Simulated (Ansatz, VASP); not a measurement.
# TaSb: VASP beside Ansatz

```
Ta Sb
1.0
     3.54282    0.00000    0.00000
    -1.77141    3.06818    0.00000
     0.00000    0.00000    3.77431
Ta Sb
1 1
Direct
  0.66667 0.33333 0.50000
  0.33333 0.66667 0.00000
```

Alike in both runs: functional PBEsol; k mesh 15 × 15 × 12; occupations fermi-dirac, width 0.15 eV; no spin polarisation.

Ansatz relaxed the structure, and its values are those at the end. VASP's run is a single point on that final structure, the one shown.

```csv
,VASP,Ansatz
version,VASP 6.6.1,Ansatz 0.2.0
potentials or method,"VASP PAW PBE potentials, release 64 (Ta_pv, Sb), cutoff 520 eV","scalar-relativistic, plane waves, PAW"
valence electrons in the cell,16,28
```

```tsv
	VASP	Ansatz	Ansatz less VASP
gap on the k mesh at the Fermi level (eV)	none	none	-
pressure (GPa)	0.3	0.0	-0.26
```

VASP's potentials were made for PBE, not for PBEsol. A gap of «none» marks a metal or a gap that the smearing closes. VASP's potentials hold 16 valence electrons a cell and Ansatz's 28, so a difference there can come from the potentials and not from the codes.

Spin-orbit coupling is off throughout.
